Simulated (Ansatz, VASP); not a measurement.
One calculation of Li2Se, two programs

```
Li Se
1.0
     2.97237    2.97237    0.00000
    -2.97237    2.97237    0.00000
     0.00000    2.97237    2.97237
Li Se
2 1
Direct
  0.25000 0.75000 0.50000
  0.75000 0.25000 0.50000
  0.00000 0.00000 0.00000
```

Alike in both runs: functional PBEsol; k mesh 12 × 12 × 12; occupations fermi-dirac, width 0.05 eV; no spin polarisation.

Ansatz relaxed the structure, and its values are those at the end. VASP's run is a single point on that final structure, the one shown.

|  | VASP | Ansatz |
| --- | --- | --- |
| version | VASP 6.6.1 | Ansatz 0.2.0 |
| potentials or method | VASP PAW PBE potentials, release 64 (Li_sv, Se) | PAW with Ansatz's default frozen-core files, scalar-relativistic |
| plane-wave cutoff (eV) | 750 | 420 |
| valence electrons in the cell | 12 | 22 |

|  | VASP | Ansatz | Ansatz less VASP |
| --- | --- | --- | --- |
| pressure (GPa) | 0.0 | 0.0 | -0.02 |

VASP's potentials were made for PBE, not for PBEsol. VASP's potentials hold 12 valence electrons a cell and Ansatz's 22, so a difference there can come from the potentials and not from the codes.
